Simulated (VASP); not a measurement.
# Ta (Im-3m) in VASP: notebook, part 2 of 2

VASP 6.6.1. The steps go on from the part before.

### 4 Relaxation of cell and atoms, PBE, target pressure 45 GPa, at which the enthalpy is minimised

Contents of INCAR:

```
  ALGO = Normal
  EDIFF = 1E-6
  EDIFFG = -0.02
  ENCUT = 600
  GGA = PE
  IBRION = 2
  ISIF = 3
  ISMEAR = -1
  LASPH = True
  LCHARG = False
  LREAL = False
  LWAVE = False
  NELM = 100
  NSW = 60
  PREC = Accurate
  PSTRESS = 450.0
  SIGMA = 0.05
```

Contents of KPOINTS:

```
k-points
0
Gamma
  7 7 7
```

Contents of POSCAR:

```
Ta
1.0
   -1.6512800000      1.6512800000      1.6512800000
    1.6512800000     -1.6512800000      1.6512800000
    1.6512800000      1.6512800000     -1.6512800000
Ta
1
Direct
    0.0000000000      0.0000000000      0.0000000000
```

Potentials or basis: VASP PAW PBE potentials, release 64 (Ta_pv).

On the command line:

```console
$ cat potpaw_PBE.64/Ta_pv/POTCAR > POTCAR
$ mpirun -np 1 vasp_std > vasp.out
```

OUTCAR:

```text
EDIFF = 1E-6
   EDIFFG = -0.02
   ENCUT = 600
   GGA = PE
   IBRION = 2
   ISIF = 3
   ISMEAR = -1
   LASPH = True
   LREAL = False
   NELM = 100
   NSW = 60
   PREC = Accurate
   PSTRESS = 450.0

 ion  position               nearest neighbor table
   1  0.000  0.000  0.000-

  LATTYP: Found a body centered cubic cell.
 ALAT       =     3.3025600000

  Lattice vectors:

 A1 = (  -1.6512800000,   1.6512800000,   1.6512800000)
 A2 = (   1.6512800000,  -1.6512800000,   1.6512800000)
 A3 = (   1.6512800000,   1.6512800000,  -1.6512800000)

Analysis of symmetry for initial positions (statically):
=====================================================================
 Subroutine PRICEL returns:
 Original cell was already a primitive cell.

 Routine SETGRP: Setting up the symmetry group for a
 body centered cubic supercell.

 Subroutine GETGRP returns: Found 48 space group operations
 (whereof 48 operations were pure point group operations)
 out of a pool of 48 trial point group operations.

The static configuration has the point symmetry O_h .

Analysis of symmetry for dynamics (positions and initial velocities):
=====================================================================
 Subroutine PRICEL returns:
 Original cell was already a primitive cell.

 Routine SETGRP: Setting up the symmetry group for a
 body centered cubic supercell.

 Subroutine GETGRP returns: Found 48 space group operations
 (whereof 48 operations were pure point group operations)
 out of a pool of 48 trial point group operations.

The dynamic configuration has the point symmetry O_h .

 Subroutine INISYM returns: Found 48 space group operations
 (whereof 48 operations are pure point group operations),
 and found     1 'primitive' translations

----------------------------------------------------------------------------------------

                                     Primitive cell
[... 107 lines left out ...]
  Thomas-Fermi vector in A             =   2.513061
   LORBIT       =      0    0 simple, 1 ext, 2 COOP (PROOUT), +10 PAW based schemes
   GGA     = PE    functional components
   LHFCALC =     F    Hartree Fock is set to
   AEXX    =    0.0000 exact exchange contribution
   IVDW    =     0    specifies the selected vdW correction
   LEPSILON=     F    determine dielectric tensor
   LRPA    =     F    only Hartree local field effects (RPA)
 conjugate gradient relaxation of ions
 non-spin polarized calculation
  energy-cutoff  :      600.00
  volume of cell :       18.01
 maximum number of plane-waves:       610
   NGX = 11   NGY = 11   NGZ = 11

--------------------------------------- Ionic step        1  -------------------------------------------

 number of electron      11.0000002 magnetization

 Free energy of the ion-electron system (eV)
  ---------------------------------------------------
  ext. energy  EPLUGINS =         0.00000000
  ---------------------------------------------------
  free energy    TOTEN  =       -11.84055557 eV

  energy without entropy =      -11.83519793  energy(sigma->0) =      -11.83787675

------------------------ aborting loop because EDIFF is reached ----------------------------------------

  FORCE on cell =-STRESS in cart. coord.  units (eV):
  Direction    XX          YY          ZZ          XY          YZ          ZX
  --------------------------------------------------------------------------------------
  -------------------------------------------------------------------------------------
  Total        0.4365344      0.4365344      0.4365344      0.0000000     -0.0000000      0.0000000
  in kB       38.8335352     38.8335352     38.8335352      0.0000000     -0.0000000      0.0000000
  external PRESSURE =    -411.1664648 kB  Pullay stress =     450.0000000 kB
[... 24 lines left out ...]
--------------------------------------- Ionic step        2  -------------------------------------------

 number of electron      11.0000001 magnetization

 E-fermi :  15.0595     XC(G=0): -17.0356

 val. band max:       14.6363820619   @ k =   0.2857   0.2857   0.1429
 cond. band min:      15.0813950644   @ k =  -0.1429   0.1429   0.1429
 fundamental gap:      0.4450130024
 Fermi energy:        15.0595267895

 k-point     1 :       0.0000    0.0000    0.0000
  band No.  band energies     occupation
      1     -16.2087      2.00000
      2     -16.2087      2.00000
      3     -16.2087      2.00000
      4       5.2968      2.00000
      5      13.1852      2.00000
      6      13.1852      2.00000
      7      13.1852      2.00000
      8      19.8228      0.00000
      9      19.8228      0.00000
[... 336 lines left out ...]
--------------------------------------- Ionic step        5  -------------------------------------------

 number of electron      11.0000001 magnetization

 Free energy of the ion-electron system (eV)
  ---------------------------------------------------
  ext. energy  EPLUGINS =         0.00000000
  ---------------------------------------------------
  free energy    TOTEN  =       -11.50464790 eV

  energy without entropy =      -11.48902830  energy(sigma->0) =      -11.49683810

 E-fermi :   6.5332     XC(G=0): -13.3727

 val. band max:        6.4694396748   @ k =   0.2857   0.1429   0.1429
 cond. band min:       6.5430084640   @ k =   0.2857   0.0000   0.0000
 fundamental gap:      0.0735687892
 Fermi energy:         6.5332198178

 k-point     1 :       0.0000    0.0000    0.0000
  band No.  band energies     occupation
      1     -25.8265      2.00000
      2     -25.8265      2.00000
      3     -25.8265      2.00000
      4      -1.7248      2.00000
      5       7.3902      0.00000
      6       7.3902      0.00000
      7       7.3902      0.00000
      8      11.1995      0.00000
      9      11.1995      0.00000
[... 258 lines left out ...]
  energy  without entropy=      -11.4890283006  energy(sigma->0) =      -11.49683810

  enthalpy is  TOTEN    =        -7.1180227454 eV   P V=        4.3866251547

 reached required accuracy - stopping structural energy minimisation
```

OSZICAR:

```text
N       E                     dE             d eps       ncg     rms          rms(c)
DAV:   1     0.503318962957E+02    0.50332E+02   -0.67705E+03   360   0.128E+03
DAV:   2    -0.117463248139E+02   -0.62078E+02   -0.61386E+02   490   0.263E+02
DAV:   3    -0.123077512482E+02   -0.56143E+00   -0.55538E+00   390   0.262E+01
[... 37 lines left out ...]
DAV:   1    -0.115092772817E+02    0.33540E-01   -0.16290E-01   367   0.609E+00    0.724E-01
DAV:   2    -0.115055097612E+02    0.37675E-02   -0.48096E-03   364   0.936E-01    0.256E-01
DAV:   3    -0.115046228365E+02    0.88692E-03   -0.27495E-03   371   0.680E-01    0.848E-02
DAV:   4    -0.115046479125E+02   -0.25076E-04   -0.39023E-05   405   0.748E-02    0.905E-03
DAV:   5    -0.115046479001E+02    0.12407E-07   -0.31937E-06   368   0.222E-02
   5 F= -.71180227E+01 E0= -.71102129E+01  d E =-.335994E+00
```

CONTCAR:

```text
Ta
   1.00000000000000
    -1.5746699291030233    1.5746699291030233    1.5746699291030233
     1.5746699291030233   -1.5746699291030233    1.5746699291030233
     1.5746699291030233    1.5746699291030233   -1.5746699291030233
  Ta
     1
Direct
     0.0000000000000000    0.0000000000000000    0.0000000000000000

  0.00000000E+00  0.00000000E+00  0.00000000E+00
```

It took 12 s on 1 thread of Intel Xeon 6975P-C, shared host; peak memory 0.16 GiB.

Results:

```yaml
Free_energy: -11.5046 eV
Relaxed_volume: 15.62 Å³/atom
Relaxed_cell: a = 2.727 Å, b = 2.727 Å, c = 2.727 Å, α = 109.47°, β = 109.47°, γ = 109.47°
Space_group_after_relaxing_to_0.05_Å: Im-3m (No. 229)
Energy_change_on_relaxing_the_enthalpy_is_what_falls: +335.9 meV/atom
Ionic_steps: 5
Pressure_after_relaxing: 44.9 GPa
```

The path:
```tsv
step	energy change (eV)	largest force (eV/Å)	pressure (GPa)	volume (Å³)
1	0.0000	0.0000	3.88	18.01
2	10.6073	0.0000	672.08	8.45
3	0.2505	0.0000	37.93	15.95
4	0.2977	0.0000	41.92	15.76
5	0.3359	0.0000	44.91	15.62
```

Final structure:
```xyz
1
Lattice="-1.5747 1.5747 1.5747 1.5747 -1.5747 1.5747 1.5747 1.5747 -1.5747" Properties=species:S:1:pos:R:3 pbc="T T T"
Ta    0.0000    0.0000    0.0000
```

Caveat: the k points lie up to 0.40 Å⁻¹ apart in the final cell; the cell is relaxed towards a set pressure, so the enthalpy falls and the energy may rise; spin-orbit coupling is left out, which moves the levels of the heavy elements.

### 5 Summary

```csv
cell,gap on the mesh (eV),pressure (GPa)
relaxed to 15 GPa,none,14.9
relaxed to 30 GPa,none,30.0
relaxed to 45 GPa,none,44.9
```

Alike in all rows: task relaxation of cell and atoms; level PBE; potentials or basis VASP PAW PBE potentials, release 64 (Ta_pv); no spin polarisation; k mesh 7 × 7 × 7; cutoff (eV) 600; smearing fermi-dirac 0.05 eV.

Caveats: all runs use coarse meshes; the cell is relaxed towards a set pressure, so the enthalpy falls and the energy may rise; spin-orbit coupling is left out, which moves the levels of the heavy elements.

Total energies depend on the potentials used, so only differences within one code and one set of settings carry meaning.
